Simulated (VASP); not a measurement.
Set up this calculation in VASP 6.6.1, as the native input.

```
Task                   : single point
Functional             : PBE
Potentials or basis    : VASP PAW PBE potentials, release 64 (Ga_d, Mo_sv)
Cutoff                 : 520 eV
k mesh                 : 5 × 5 × 4
Occupations            : gaussian, width 0.2 eV
Spin                   : no spin polarisation
Dipole correction      : no
Further INCAR settings : ALGO = Normal; EDIFF = 1e-06; NBANDS = 35
```

The structure of GaMo lies in POSCAR:

```
GaMo
1.0
    3.8681250161      0.0000000000      0.0000000000
    0.0000000000      3.8681250161      0.0000000000
    0.0000000000      0.0000000000      4.1135836599
Ga Mo
2 2
Direct
    0.0000000000      0.5000000000      1.0000090533
    0.5000000000      0.0000000000     -0.0000090533
    0.0000000000      0.0000000000      0.5000000000
    0.5000000000      0.5000000000      0.5000000000
```

The input as run:

INCAR

```
SYSTEM = GaMo
PREC = Accurate
ENCUT = 520
EDIFF = 1E-6
ISMEAR = 0
SIGMA = 0.2
LREAL = .FALSE.
LASPH = .TRUE.
NELM = 80
ALGO = Normal
ISIF = 2
LWAVE = .FALSE.
LCHARG = .TRUE.
GGA = PE
LELF = .TRUE.
LVHAR = .TRUE.
NBANDS = 35
```

KPOINTS

```
Automatic mesh
0
G
  5 5 4
  0 0 0
```

Potentials or basis: VASP PAW PBE potentials, release 64 (Ga_d, Mo_sv).

Launch:

```sh
$ cat potpaw_PBE.64/Ga_d/POTCAR potpaw_PBE.64/Mo_sv/POTCAR > POTCAR
$ mpirun -np 1 vasp_std > vasp.out
```

It gave:

The pressure is 0.5 GPa and the band gap on the k mesh is zero (band 27 reaches 10.94 eV, above the bottom of band 28 at 9.42 eV).

Caveat: the k points lie up to 0.38 Å⁻¹ apart.

It took 17 s on 1 thread of Intel(R) Xeon(R) 6975P-C (Granite Rapids) (shared host), peak memory 0.18 GiB.
